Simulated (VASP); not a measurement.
Zn: single point with PBEsol

The system is Zn.

```
Zn
1.0
    -1.56913    1.56913    1.56913
     1.56913   -1.56913    1.56913
     1.56913    1.56913   -1.56913
Zn
1
Direct
  0.00000 0.00000 0.00000
```

This cell differs from its parent crystal: Mg replaced by Zn, lengths x 0.919, strained.

```json
{"Program": "VASP 6.6.1", "Task": "single point", "Functional": "PBEsol", "Potentials or basis": "VASP PAW PBE potentials, release 64 (Zn)", "Cutoff": "500 eV", "k mesh": "8 × 8 × 8", "Occupations": "gaussian, width 0.1 eV", "Spin": "no spin polarisation", "Dipole correction": "no", "Further INCAR settings": "ALGO = Normal; EDIFF = 1e-06; NBANDS = 12"}
```

The pressure is -5.8 GPa and the band gap on the k mesh is zero (band 6 reaches 7.07 eV, above the bottom of band 7 at 1.91 eV).

Levels at points of the mesh, in eV from the Fermi level:
```csv
k point,band 2,band 3,band 4,band 5,band 6,band 7,band 8,band 9,band 10,band 11
"(0.00, 0.00, 0.00)",-7.56,-7.56,-7.56,-7.06,-7.06,19.10,19.10,19.10,20.90,20.90
"(0.50, 0.00, 0.00)",-7.86,-7.09,-7.03,-6.73,-2.48,-0.83,11.41,12.82,15.42,16.86
"(0.50, 0.50, 0.50)",-8.11,-6.81,-6.81,-6.81,4.33,4.33,4.33,7.60,8.72,8.72
```

Wall time 3 s on 1 thread of Intel(R) Xeon(R) 6975P-C (Granite Rapids), with other jobs on the host, peak memory 0.12 GiB.

Caveat: the cell differs from its parent crystal (Mg replaced by Zn, lengths x 0.919, strained); the PAW data sets were made with another functional, which shifts forces and pressure a little.
